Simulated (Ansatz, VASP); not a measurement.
## One calculation of BiTe, two programs

```xyz
2
Lattice="4.1811 0.0000 0.0000 -2.0905 3.6209 0.0000 0.0000 0.0000 4.3971" Properties=species:S:1:pos:R:3 pbc="T T T"
Bi    0.0000    2.4139    2.1986
Te    0.0000    0.0000    0.0000
```

Alike in both runs: functional PBE; k mesh 6 × 6 × 4; occupations gaussian, width 0.1 eV; no spin polarisation.

Ansatz relaxed the structure, and its values are those at the end. VASP's run is a single point on that final structure, the one shown.

|  | VASP | Ansatz |
| --- | --- | --- |
| version | VASP 6.6.1 | Ansatz 0.2.0 |
| potentials or method | VASP PAW PBE potentials, release 64 (Bi_d, Te), cutoff 520 eV | scalar-relativistic, plane waves, PAW |
| valence electrons in the cell | 21 | 31 |

VASP gave:

* gap on the k mesh at the Fermi level (eV): none
* pressure (GPa): 0.2

**Question.** Estimate Ansatz's values.

**Answer.** gap on the k mesh at the Fermi level (eV): none; pressure (GPa): 0.3.

A gap of «none» marks a metal or a gap that the smearing closes. The functional is the same, so the differences come from potentials, cutoffs and numerics. VASP's potentials hold 21 valence electrons a cell and Ansatz's 31, so a difference there can come from the potentials and not from the codes.

Neither program's run includes spin-orbit coupling.
